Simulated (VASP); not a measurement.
# In (Im-3m) in VASP: a series of runs, part 2 of 2

VASP 6.6.1. The steps go on from the part before.

## (3) Single point, PBE

This run uses another cell than the first one, of 27.21 Å³/atom.

Input file INCAR:

```
SYSTEM = In
PREC = Accurate
ENCUT = 520
EDIFF = 1E-6
ISMEAR = -1
SIGMA = 0.06122561905347299
LREAL = .FALSE.
LASPH = .TRUE.
NELM = 80
ALGO = Normal
ISIF = 2
LWAVE = .FALSE.
LCHARG = .TRUE.
GGA = PE
LELF = .TRUE.
LVHAR = .TRUE.
NBANDS = 12
```

Input file KPOINTS:

```
Automatic mesh
0
G
  20 20 20
  0 0 0
```

Input file POSCAR:

```
In
1.0
   -1.8947946394      1.8947946394      1.8947946394
    1.8947946394     -1.8947946394      1.8947946394
    1.8947946394      1.8947946394     -1.8947946394
In
1
Direct
    0.0000000000      0.0000000000      0.0000000000
```

Potentials or basis: VASP PAW PBE potentials, release 64 (In_d).

Run with:

```
$ cat potpaw_PBE.64/In_d/POTCAR > POTCAR
$ mpirun -np 1 vasp_std > vasp.out
```

OUTCAR:

```text
SYSTEM = In
   PREC = Accurate
   ENCUT = 520
   EDIFF = 1E-6
   ISMEAR = -1
   LREAL = .FALSE.
   LASPH = .TRUE.
   NELM = 80
   ISIF = 2
   GGA = PE

 ion  position               nearest neighbor table
   1  0.000  0.000  0.000-

  LATTYP: Found a body centered cubic cell.
 ALAT       =     3.7895892788

  Lattice vectors:

 A1 = (  -1.8947946394,   1.8947946394,   1.8947946394)
 A2 = (   1.8947946394,  -1.8947946394,   1.8947946394)
[... 538 lines left out ...]
     12      20.5900      0.00000

 [... further k-points ...]

------------------------ aborting loop because EDIFF is reached ----------------------------------------

  FORCE on cell =-STRESS in cart. coord.  units (eV):
  Direction    XX          YY          ZZ          XY          YZ          ZX
  --------------------------------------------------------------------------------------
  -------------------------------------------------------------------------------------
  Total        0.1211747      0.1211747      0.1211747     -0.0000000     -0.0000000      0.0000000
  in kB        7.1347060      7.1347060      7.1347060     -0.0000000     -0.0000000      0.0000000
  external PRESSURE =       7.1347060 kB  Pullay stress =       0.0000000 kB

 VOLUME and BASIS-vectors are now :
 -----------------------------------------------------------------------------
  energy-cutoff  :      520.00
  volume of cell :       27.21
      direct lattice vectors                 reciprocal lattice vectors
    -1.894794639  1.894794639  1.894794639     0.000000000  0.263880839  0.263880839
     1.894794639 -1.894794639  1.894794639     0.263880839  0.000000000  0.263880839
     1.894794639  1.894794639 -1.894794639     0.263880839  0.263880839  0.000000000

 POSITION                                       TOTAL-FORCE (eV/Angst)
 -----------------------------------------------------------------------------------
      0.00000      0.00000      0.00000         0.000000     -0.000000      0.000000
 -----------------------------------------------------------------------------------
    total drift:                               -0.000000      0.000000      0.000000

  FREE ENERGIE OF THE ION-ELECTRON SYSTEM (eV)
  ---------------------------------------------------
  free  energy   TOTEN  =        -2.5506945245 eV

  energy  without entropy=       -2.5444149077  energy(sigma->0) =       -2.54755472
```

Run time: 93 s. Hardware: 1 thread of AMD EPYC 7R13, shared host; peak memory 0.17 GiB.

Results:

```yaml
Free_energy: -2.5507 eV
Pressure: 0.7 GPa
Band_gap_on_the_k_mesh: zero (an odd number of electrons rules out a gap without spin polarisation)
```

Caveat: spin-orbit coupling is left out, which moves the levels of the heavy elements.

## (4) Single point, PBE

This run uses another cell than the first one, of 27.21 Å³/atom.

Input file INCAR:

```
PREC = Accurate
ENCUT = 520
EDIFF = 1E-6
ISMEAR = -1
SIGMA = 0.06122561905347299
LREAL = False
LASPH = True
NELM = 60
ALGO = Normal
ISIF = 2
LWAVE = False
LCHARG = False
GGA = PE
NBANDS = 12
```

Input file KPOINTS:

```
Automatic mesh
0
Gamma
  20 20 20
```

POSCAR is that of step 3.

Potentials or basis: VASP PAW PBE potentials, release 64 (In_d).

Run with:

```
$ cat potpaw_PBE.64/In_d/POTCAR > POTCAR
$ mpirun -np 1 vasp_std > vasp.out
```

OUTCAR:

```text
PREC = Accurate
   ENCUT = 520
   EDIFF = 1E-6
   ISMEAR = -1
   LREAL = False
   LASPH = True
   NELM = 60
   ISIF = 2
   GGA = PE

 ion  position               nearest neighbor table
   1  0.000  0.000  0.000-

  LATTYP: Found a body centered cubic cell.
 ALAT       =     3.7895892788

  Lattice vectors:

 A1 = (  -1.8947946394,   1.8947946394,   1.8947946394)
 A2 = (   1.8947946394,  -1.8947946394,   1.8947946394)
 A3 = (   1.8947946394,   1.8947946394,  -1.8947946394)

Analysis of symmetry for initial positions (statically):
=====================================================================
 Subroutine PRICEL returns:
 Original cell was already a primitive cell.

 Routine SETGRP: Setting up the symmetry group for a
 body centered cubic supercell.

 Subroutine GETGRP returns: Found 48 space group operations
 (whereof 48 operations were pure point group operations)
 out of a pool of 48 trial point group operations.

The static configuration has the point symmetry O_h .

[... 164 lines left out ...]
 k-point     1 :       0.0000    0.0000    0.0000
  band No.  band energies     occupation
      1      -7.5545      2.00000
      2      -7.5545      2.00000
      3      -7.5545      2.00000
      4      -7.3034      2.00000
      5      -7.3034      2.00000
      6      -2.1866      2.00000
      7      17.7764      0.00000
      8      17.7764      0.00000
      9      17.7764      0.00000
     10      19.9729      0.00000
     11      19.9729      0.00000
     12      19.9729      0.00000
[... 331 lines left out ...]
 k-point    24 :       0.2500    0.1000   -0.0000
  band No.  band energies     occupation
      1      -7.6080      2.00000
      2      -7.5366      2.00000
      3      -7.3436      2.00000
      4      -7.3132      2.00000
      5      -7.2874      2.00000
      6       0.0429      2.00000
      7       9.2095      0.00000
      8      12.5280      0.00000
      9      14.5189      0.00000
     10      17.9511      0.00000
     11      19.4844      0.00000
     12      20.5900      0.00000

 [... further k-points ...]

------------------------ aborting loop because EDIFF is reached ----------------------------------------

  FORCE on cell =-STRESS in cart. coord.  units (eV):
  Direction    XX          YY          ZZ          XY          YZ          ZX
  --------------------------------------------------------------------------------------
  -------------------------------------------------------------------------------------
  Total        0.1211747      0.1211747      0.1211747     -0.0000000     -0.0000000      0.0000000
  in kB        7.1347060      7.1347060      7.1347060     -0.0000000     -0.0000000      0.0000000
  external PRESSURE =       7.1347060 kB  Pullay stress =       0.0000000 kB

 VOLUME and BASIS-vectors are now :
 -----------------------------------------------------------------------------
  energy-cutoff  :      520.00
  volume of cell :       27.21
      direct lattice vectors                 reciprocal lattice vectors
    -1.894794639  1.894794639  1.894794639     0.000000000  0.263880839  0.263880839
     1.894794639 -1.894794639  1.894794639     0.263880839  0.000000000  0.263880839
     1.894794639  1.894794639 -1.894794639     0.263880839  0.263880839  0.000000000

 POSITION                                       TOTAL-FORCE (eV/Angst)
 -----------------------------------------------------------------------------------
      0.00000      0.00000      0.00000         0.000000     -0.000000      0.000000
 -----------------------------------------------------------------------------------
    total drift:                               -0.000000      0.000000      0.000000

  FREE ENERGIE OF THE ION-ELECTRON SYSTEM (eV)
  ---------------------------------------------------
  free  energy   TOTEN  =        -2.5506945245 eV

  energy  without entropy=       -2.5444149077  energy(sigma->0) =       -2.54755472
```

OSZICAR:

```text
N       E                     dE             d eps       ncg     rms          rms(c)
DAV:   1     0.782493536820E+02    0.78249E+02   -0.62546E+03  6228   0.136E+03
DAV:   2     0.128128197616E+01   -0.76968E+02   -0.75001E+02  6424   0.290E+02
DAV:   3    -0.248462555683E+01   -0.37659E+01   -0.37525E+01  7360   0.644E+01
DAV:   4    -0.257158339962E+01   -0.86958E-01   -0.86934E-01  7568   0.988E+00
DAV:   5    -0.257592235200E+01   -0.43390E-02   -0.43388E-02  8348   0.194E+00    0.209E+00
DAV:   6    -0.255504773322E+01    0.20875E-01   -0.33412E-02  7652   0.365E+00    0.104E+00
DAV:   7    -0.255094239778E+01    0.41053E-02   -0.10570E-02  7720   0.188E+00    0.236E-01
DAV:   8    -0.255068700335E+01    0.25539E-03   -0.79886E-04  8116   0.466E-01    0.292E-02
DAV:   9    -0.255069375016E+01   -0.67468E-05   -0.13165E-05  8644   0.476E-02    0.149E-02
DAV:  10    -0.255069452447E+01   -0.77431E-06   -0.12622E-06  6860   0.109E-02
   1 F= -.25506945E+01 E0= -.25475547E+01  d E =-.627962E-02
```

It took 84 s on 1 thread of AMD EPYC 7R13, shared host; peak memory 0.17 GiB.

What came out:

```yaml
Free_energy: -2.5507 eV
Pressure: 0.7 GPa
Band_gap_on_the_k_mesh: zero (an odd number of electrons rules out a gap without spin polarisation)
```

Levels at points of the mesh, in eV from the Fermi level:
| k point | band 2 | band 3 | band 4 | band 5 | band 6 | band 7 | band 8 | band 9 | band 10 | band 11 |
| --- | --- | --- | --- | --- | --- | --- | --- | --- | --- | --- |
| (0.00, 0.00, 0.00) | -14.63 | -14.63 | -14.38 | -14.38 | -9.27 | 10.70 | 10.70 | 10.70 | 12.89 | 12.89 |
| (0.50, 0.00, 0.00) | -14.66 | -14.40 | -14.39 | -14.23 | -3.91 | -3.02 | 5.75 | 7.20 | 9.89 | 9.91 |
| (0.50, 0.50, 0.50) | -14.73 | -14.27 | -14.27 | -14.27 | 0.76 | 1.27 | 1.27 | 1.27 | 5.22 | 5.22 |

Caveat: spin-orbit coupling is left out, which moves the levels of the heavy elements.
